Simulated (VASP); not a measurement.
Runs of VASP 6.6.1 on Al. The structure is that of space group Fm-3m (No. 225), or close to it. The cells are those of the table. 

```tsv
task	cell	gap on the mesh (eV)	pressure (GPa)
relaxation of cell and atoms	relaxed from a = 2.864 Å, angles 60.0°, 1 atom	none	0.0
single point	a = 2.842 Å, angles 60.0°, 1 atom	none	0.1
relaxation of cell and atoms	relaxed to 30 GPa from a = 2.864 Å, angles 60.0°, 1 atom	none	30.0
relaxation of cell and atoms	relaxed to 10 GPa from a = 2.864 Å, angles 60.0°, 1 atom	none	10.0
single point	a = 2.686 Å, angles 60.0°, 1 atom	none	20.1
single point	a = 2.750 Å, angles 60.0°, 1 atom	none	(a)
single point	a = 2.636 Å, angles 60.0°, 1 atom	none	30.2
relaxation of cell and atoms	relaxed to 20 GPa from a = 2.864 Å, angles 60.0°, 1 atom	none	19.9
```

Alike in all rows: level PBEsol; potentials or basis VASP PAW PBE potentials, release 64 (Al); no spin polarisation; k mesh 9 × 9 × 9; cutoff (eV) 500; smearing fermi-dirac 0.1 eV.

Q: Estimate the missing entries.

A: (a) 10.1.

Caveats: the PAW data sets were made with another functional, which shifts forces and pressure a little; the cell is relaxed towards a set pressure, so the run minimises the enthalpy, not the energy (at least some runs); the cell stands under pressure (at least some runs).

A gap of «none» marks levels without a gap at the run's occupations.
